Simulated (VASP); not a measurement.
MgO (Periclase):

```xyz
2
Lattice="0.0000 2.1275 2.1275 2.1275 0.0000 2.1275 2.1275 2.1275 0.0000" Properties=species:S:1:pos:R:3 pbc="T T T"
Mg    0.0000    0.0000    0.0000
O     2.1275    2.1275    2.1275
```

Base run:

| Item | Value |
| --- | --- |
| Program | VASP 6.6.1 |
| Functional | PBE |
| Potentials or basis | VASP PAW PBE potentials, release 64 (Mg, O) |
| Cutoff | 600 eV |
| k mesh | 8 × 8 × 8 |
| Occupations | gaussian, width 0.05 eV |
| Spin | no spin polarisation |

Its results: band gap on the k mesh 4.44 eV, direct; pressure -1.2 GPa.

The run is repeated on the same cell with these changes: functional from PBE to r2SCAN; cutoff from 600 eV to 660 eV. What comes out?

Band gap on the k mesh 5.31 eV, direct; pressure -7.0 GPa.

r2SCAN gives the wider gap, since meta-GGAs in the generalised Kohn-Sham scheme recover part of the derivative discontinuity.

Caveats: the PAW data sets were made with another functional, which shifts forces and pressure a little (some runs).

